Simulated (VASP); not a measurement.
A run of VASP 6.6.1:

File POSCAR:

```
Cr
1.0
    1.1236347407     -2.4166635374      0.0000000000
    1.1236347407      2.4166635374      0.0000000000
    0.0000000000      0.0000000000      3.9813423424
Cr
2
Direct
    0.8705325800      0.1294674200      0.7500000000
    0.1294674200      0.8705325800      0.2500000000
```

Contents of INCAR.step1:

```
  PREC = Accurate
  ENCUT = 520
  ISMEAR = -1
  SIGMA = 0.05
  LREAL = F
  LASPH = T
  NELM = 150
  ISPIN = 2
  MAGMOM = 3 3
  LMAXMIX = 4
  NBANDS = 23
  GGA = PE
  ALGO = Normal
  EDIFF = 1E-4
  LWAVE = T
  LCHARG = F
```

File INCAR.step2:

```
  PREC = Accurate
  ENCUT = 520
  EDIFF = 1E-6
  ISMEAR = -1
  SIGMA = 0.05
  LREAL = F
  LASPH = T
  NELM = 150
  ALGO = Normal
  ISIF = 2
  LWAVE = F
  LCHARG = F
  ISPIN = 2
  MAGMOM = 3 3
  LORBIT = 11
  LMAXMIX = 4
  METAGGA = R2SCAN
  LMIXTAU = T
  NBANDS = 23
  ISTART = 1
```

Contents of KPOINTS:

```
regular mesh
0
Gamma
  13 13 7
```

Potentials or basis: VASP PAW PBE potentials, release 64 (Cr_pv).

Command:

```bash
$ cat potpaw_PBE.64/Cr_pv/POTCAR > POTCAR
$ cp INCAR.step1 INCAR
$ mpirun -np 1 vasp_std > vasp.out
$ cp INCAR.step2 INCAR
$ mpirun -np 1 vasp_std > vasp.out
```

Hardware: 1 thread of Intel Xeon 6975P-C, on a shared host.

Question: Estimate the wall time of this run.

Answer: Wall time 7.9 min on 1 thread of Intel Xeon 6975P-C (shared host), peak memory 0.25 GiB. Counts: k points 196.
